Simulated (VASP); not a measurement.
# TiSi16 (a cell with a defect) in VASP: a series of runs, part 2 of 2

VASP 6.6.1. The steps go on from the part before.

### 3 Single point, PBEsol

Input file INCAR:

```
SYSTEM = TiSi16
ALGO     = Normal         ! electronic algorithm
EDIFF    = 1E-6           ! SCF threshold, eV
ENCUT    = 520            ! plane-wave cutoff, eV
GGA      = PS             ! functional
ISIF     = 2              ! what is computed and relaxed
ISMEAR   = -1             ! smearing method
LASPH    = .TRUE.         ! aspherical terms in the spheres
LCHARG   = .FALSE.        ! write CHGCAR
LREAL    = Auto         
LWAVE    = .FALSE.        ! write WAVECAR
NBANDS   = 52             ! bands
NELM     = 100            ! most SCF steps
PREC     = Accurate       ! precision mode
SIGMA    = 0.02           ! smearing width, eV
```

Input file KPOINTS:

```
k-points
0
G
  2 2 2
  0 0 0
```

Input file POSCAR:

```
TiSi16
1.0
    0.0000000000      5.4300000000      5.4300000000
    5.4300000000      0.0000000000      5.4300000000
    5.4300000000      5.4300000000      0.0000000000
Si Ti
16 1
Direct
    0.0007627072      0.0016439227      0.0014361878
    0.1241089319      0.1252279006      0.1249958564
    0.0007007366      0.0015841621      0.4954300184
    0.1214712707      0.1218896869      0.6278970534
    0.0006987109      0.4956662983      0.0013613260
    0.1214714549      0.6280966851      0.1217235727
   -0.0123213628      0.5039545120      0.5037909761
    0.1212436464      0.6281243094      0.6278858195
    0.4945709945      0.0016558932      0.0014363720
    0.6271588398      0.1221063536      0.1219400552
    0.5033094843     -0.0121325046      0.5039691529
    0.6271234807      0.1219360037      0.6279271639
    0.5033244936      0.5041475138     -0.0122694291
    0.6271279926      0.6281683241      0.1217290976
    0.5030953959      0.5040267035      0.5037889503
    0.6246786372      0.6246845304      0.6245609576
    0.3744539595      0.3749046041      0.3747447514
```

Potentials or basis: VASP PAW PBE potentials, release 64 (Si, Ti_sv).

Command:

```console
cat potpaw_PBE.64/Si/POTCAR potpaw_PBE.64/Ti_sv/POTCAR > POTCAR
mpirun -np 1 vasp_std > vasp.out
```

OUTCAR:

```text
SYSTEM = TiSi16
   EDIFF = 1E-6
   ENCUT = 520
   GGA = PS
   ISIF = 2
   ISMEAR = -1
   LASPH = .TRUE.
   LREAL = Auto
   NELM = 100
   PREC = Accurate

 ion  position               nearest neighbor table
   1  0.001  0.002  0.001-   2 2.32   4 2.34   6 2.34  10 2.34
   2  0.124  0.125  0.125-   3 2.32   5 2.32   9 2.32   1 2.32
   3  0.001  0.002  0.495-   2 2.32   8 2.34   4 2.34  12 2.34
   4  0.121  0.122  0.628-   1 2.34   3 2.34  11 2.39   7 2.40  17 2.75
   5  0.001  0.496  0.001-   2 2.32   8 2.34   6 2.34  14 2.34
   6  0.121  0.628  0.122-   1 2.34   5 2.34  13 2.39   7 2.40  17 2.75
   7  0.988  0.504  0.504-  16 2.28   8 2.39   4 2.40   6 2.40  17 2.43
   8  0.121  0.628  0.628-   3 2.34   5 2.34   7 2.39  15 2.39  17 2.75
   9  0.495  0.002  0.001-   2 2.32  14 2.34  12 2.34  10 2.34
  10  0.627  0.122  0.122-   9 2.34   1 2.34  11 2.40  13 2.40  17 2.75
  11  0.503  0.988  0.504-  16 2.28   4 2.39  12 2.39  10 2.40  17 2.43
  12  0.627  0.122  0.628-   9 2.34   3 2.34  11 2.39  15 2.40  17 2.75
  13  0.503  0.504  0.988-  16 2.28  14 2.39   6 2.39  10 2.40  17 2.43
  14  0.627  0.628  0.122-   9 2.34   5 2.34  13 2.39  15 2.40  17 2.75
  15  0.503  0.504  0.504-  16 2.28   8 2.39  14 2.40  12 2.40  17 2.43
  16  0.625  0.625  0.625-   7 2.28  15 2.28  13 2.28  11 2.28
  17  0.374  0.375  0.375-   7 2.43  15 2.43  13 2.43  11 2.43  10 2.75  12 2.75  14 2.75   4 2.75
                             6 2.75   8 2.75

  LATTYP: Found a face centered cubic cell.
 ALAT       =    10.8600000000

  Lattice vectors:

 A1 = (   0.0000000000,   5.4300000000,   5.4300000000)
 A2 = (   5.4300000000,   0.0000000000,   5.4300000000)
 A3 = (   5.4300000000,   5.4300000000,   0.0000000000)

Analysis of symmetry for initial positions (statically):
=====================================================================
 Subroutine PRICEL returns:
 Original cell was already a primitive cell.

 Routine SETGRP: Setting up the symmetry group for a
 face centered cubic supercell.

[... 154 lines left out ...]
  Thomas-Fermi vector in A             =   2.146786
   LORBIT       =      0    0 simple, 1 ext, 2 COOP (PROOUT), +10 PAW based schemes
   GGA     = PS    functional components
   LHFCALC =     F    Hartree Fock is set to
   AEXX    =    0.0000 exact exchange contribution
   IVDW    =     0    specifies the selected vdW correction
   LEPSILON=     F    determine dielectric tensor
   LRPA    =     F    only Hartree local field effects (RPA)
 non-spin polarized calculation
  energy-cutoff  :      520.00
  volume of cell :      320.21
 maximum number of plane-waves:      8646
 NGX is ok and might be reduce to    60
   NGX = 29   NGY = 29   NGZ = 29

 number of electron      75.9999998 magnetization

 Free energy of the ion-electron system (eV)
  ---------------------------------------------------
  ext. energy  EPLUGINS =         0.00000000
  ---------------------------------------------------
  free energy    TOTEN  =       -98.32688236 eV

  energy without entropy =      -98.30421088  energy(sigma->0) =      -98.31554662

 E-fermi :   6.8210     XC(G=0):  -9.8812

 val. band max:        6.7767643718   @ k =   0.5000   0.0000   0.5000
 cond. band min:       6.8510941103   @ k =   0.5000   0.0000   0.0000
 fundamental gap:      0.0743297386
 Fermi energy:         6.8209616929

 k-point     1 :       0.0000    0.0000    0.0000
  band No.  band energies     occupation
      1     -49.7274      2.00000
      2     -26.2063      2.00000
      3     -26.2047      2.00000
      4     -26.2034      2.00000
      5      -5.7880      2.00000
      6      -3.5560      2.00000
[... 413 lines left out ...]
     49       9.7625      0.00000
     50      10.4203      0.00000
 [bands above 50 left out]

------------------------ aborting loop because EDIFF is reached ----------------------------------------

  FORCE on cell =-STRESS in cart. coord.  units (eV):
  Direction    XX          YY          ZZ          XY          YZ          ZX
  --------------------------------------------------------------------------------------
  -------------------------------------------------------------------------------------
  Total        4.1369686      4.1456070      4.1386671      0.0100431      0.0026969      0.0126966
  in kB       20.6996650     20.7428884     20.7081640      0.0502514      0.0134941      0.0635284
  external PRESSURE =      20.7169058 kB  Pullay stress =       0.0000000 kB

 VOLUME and BASIS-vectors are now :
 -----------------------------------------------------------------------------
  energy-cutoff  :      520.00
  volume of cell :      320.21
      direct lattice vectors                 reciprocal lattice vectors
     0.000000000  5.430000000  5.430000000    -0.092081031  0.092081031  0.092081031
     5.430000000  0.000000000  5.430000000     0.092081031 -0.092081031  0.092081031
     5.430000000  5.430000000  0.000000000     0.092081031  0.092081031 -0.092081031

 POSITION                                       TOTAL-FORCE (eV/Angst)
 -----------------------------------------------------------------------------------
      0.01673      0.01194      0.01307         0.001859      0.001542      0.001497
      1.35872      1.35264      1.35390        -0.002914      0.001950      0.001603
      2.69879      2.69399      0.01241         0.000396     -0.003816      0.003152
      4.07134      4.06907      1.32145         0.001011      0.001200      0.001988
      2.69886      0.01119      2.69526        -0.000025      0.003486     -0.003105
      4.07152      1.32055      4.07016         0.001126      0.001728      0.000494
[... 9 lines left out ...]
      6.78340      6.78337      6.78404         0.006216      0.002880      0.002457
      4.07060      4.06815      4.06902        -0.004146     -0.002742     -0.002428
 -----------------------------------------------------------------------------------
    total drift:                                0.001047     -0.000878     -0.000832

  FREE ENERGIE OF THE ION-ELECTRON SYSTEM (eV)
  ---------------------------------------------------
  free  energy   TOTEN  =       -98.3268823580 eV

  energy  without entropy=      -98.3042108809  energy(sigma->0) =      -98.31554662
```

Wall time 1.8 min (1 thread of Intel Xeon 6975P-C (Granite Rapids), shared host); peak memory 0.49 GiB.

Results:

* Free energy: -98.3269 eV
* Pressure: 2.1 GPa
* Largest force: 0.007 eV/Å
* Band gap on the k mesh: zero (band 38 reaches 6.85 eV, above the bottom of band 39 at 6.45 eV)

Forces in eV/Å, atoms in the order of the input:
```
Si   0.002  0.002  0.001
Si  -0.003  0.002  0.002
Si   0.000 -0.004  0.003
Si   0.001  0.001  0.002
Si   0.000  0.003 -0.003
Si   0.001  0.002  0.000
Si   0.000 -0.003 -0.003
Si  -0.003  0.001  0.001
Si   0.005 -0.004 -0.003
Si   0.001  0.002  0.002
Si  -0.003 -0.001 -0.004
Si   0.000  0.002  0.001
Si  -0.003 -0.005  0.000
Si   0.000  0.002  0.001
Si   0.000  0.000  0.000
Si   0.006  0.003  0.002
Ti  -0.004 -0.003 -0.002
```

Levels at points of the mesh, in eV from the Fermi level:
```csv
k point,band 33,band 34,band 35,band 36,band 37,band 38,band 39,band 40,band 41,band 42
"(0.00, 0.00, 0.00)",-1.66,-0.95,-0.95,-0.95,-0.38,-0.38,-0.37,-0.13,-0.13,0.22
"(0.50, 0.00, 0.00)",-1.93,-1.93,-1.30,-1.30,-0.28,0.03,0.03,0.44,0.44,0.79
"(0.00, 0.50, 0.00)",-1.93,-1.93,-1.30,-1.30,-0.27,0.03,0.04,0.44,0.44,0.79
"(0.00, 0.00, 0.50)",-1.93,-1.93,-1.30,-1.30,-0.27,0.03,0.04,0.44,0.44,0.79
"(0.50, 0.50, 0.50)",-1.93,-1.93,-1.30,-1.30,-0.28,0.03,0.03,0.44,0.44,0.79
"(0.50, 0.50, 0.00)",-2.41,-1.94,-1.94,-1.82,-0.71,-0.04,0.59,0.59,1.09,1.33
"(0.00, 0.50, 0.50)",-2.41,-1.94,-1.94,-1.82,-0.71,-0.04,0.59,0.59,1.09,1.33
"(0.50, 0.00, 0.50)",-2.41,-1.94,-1.94,-1.82,-0.71,-0.04,0.59,0.59,1.09,1.33
```

Caveat: the k points lie up to 0.50 Å⁻¹ apart; the PAW data sets were made with another functional, which shifts forces and pressure a little.
